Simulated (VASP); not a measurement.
Write the native input for VASP 6.6.1 that does the following.

| Quantity | Value |
| --- | --- |
| Task | single point |
| Functional | PBE |
| Potentials or basis | VASP PAW PBE potentials, release 64 (Ru_pv, Rh_pv) |
| Cutoff | 520 eV |
| k mesh | 6 × 6 × 4 |
| Occupations | gaussian, width 0.1 eV |
| Spin | no spin polarisation |
| Dipole correction | no |
| Further INCAR settings | ALGO = Normal; EDIFF = 1e-07; NBANDS = 28 |

The structure of Ru2Rh lies in POSCAR:

```
Ru2Rh
1.0
    2.7095439407      0.0000000000      0.0000000000
    0.0000000000      2.7095439407      0.0000000000
    0.0000000000      0.0000000000      6.0848007819
Ru Rh
2 1
Direct
    0.5000000000      0.5000000000      0.3154540710
    0.5000000000      0.5000000000      0.6845459290
    0.0000000000      0.0000000000      0.0000000000
```

The cell was built from a structure type or drawn by symmetry, and may not be a known phase.

These files were run (other wordings do the same):

INCAR

```
SYSTEM = Ru2Rh
  PREC = Accurate
  ENCUT = 520
  EDIFF = 1E-7
  ISMEAR = 0
  SIGMA = 0.1
  LREAL = .FALSE.
  LASPH = .TRUE.
  NELM = 60
  ALGO = Normal
  ISIF = 2
  LWAVE = .FALSE.
  LCHARG = .FALSE.
  GGA = PE
  NBANDS = 28
```

KPOINTS

```
regular mesh
0
G
  6 6 4
  0 0 0
```

Potentials or basis: VASP PAW PBE potentials, release 64 (Ru_pv, Rh_pv).

Run with:

```bash
$ cat potpaw_PBE.64/Ru_pv/POTCAR potpaw_PBE.64/Rh_pv/POTCAR > POTCAR
$ mpirun -np 1 vasp_std > vasp.out
```

It gave:

```yaml
Pressure: 0.3 GPa
Largest_force: 0.131 eV/Å
Band_gap_on_the_k_mesh: zero (an odd number of electrons rules out a gap without spin polarisation)
```

Caveat: the k points lie up to 0.39 Å⁻¹ apart, too coarse for converged energies and pressures of a metal.

Run time: 24 s on 1 thread of Intel(R) Xeon(R) Platinum 8488C (Sapphire Rapids), with other jobs on the host, peak memory 0.16 GiB.
